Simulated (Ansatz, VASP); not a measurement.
## Two plane-wave programs on Si3F

```
CELL_PARAMETERS angstrom
-2.46655 2.46655 2.46655
2.46655 -2.46655 2.46655
2.46655 2.46655 -2.46655
ATOMIC_POSITIONS crystal
Si 0.00000 0.50000 0.50000
Si 0.50000 0.00000 0.50000
Si 0.50000 0.50000 0.00000
F 0.00000 0.00000 0.00000
```

Alike in both runs: functional PBE; k mesh 6 × 6 × 6; occupations gaussian, width 0.1 eV; no spin polarisation.

Ansatz relaxed the structure, and its values are those at the end. VASP's run is a single point on that final structure, the one shown.

```csv
,VASP,Ansatz
version,VASP 6.6.1,Ansatz 0.2.0
potentials or method,"VASP PAW PBE potentials, release 64 (Si, F), cutoff 520 eV","scalar-relativistic, plane waves, PAW"
valence electrons in the cell,19,19
```

|  | VASP | Ansatz | Ansatz less VASP |
| --- | --- | --- | --- |
| gap on the k mesh at the Fermi level (eV) | none | none | - |
| pressure (GPa) | -0.1 | 0.1 | +0.13 |

A gap of «none» marks a metal or a gap that the smearing closes. The functional is the same, so the differences come from potentials, cutoffs and numerics.
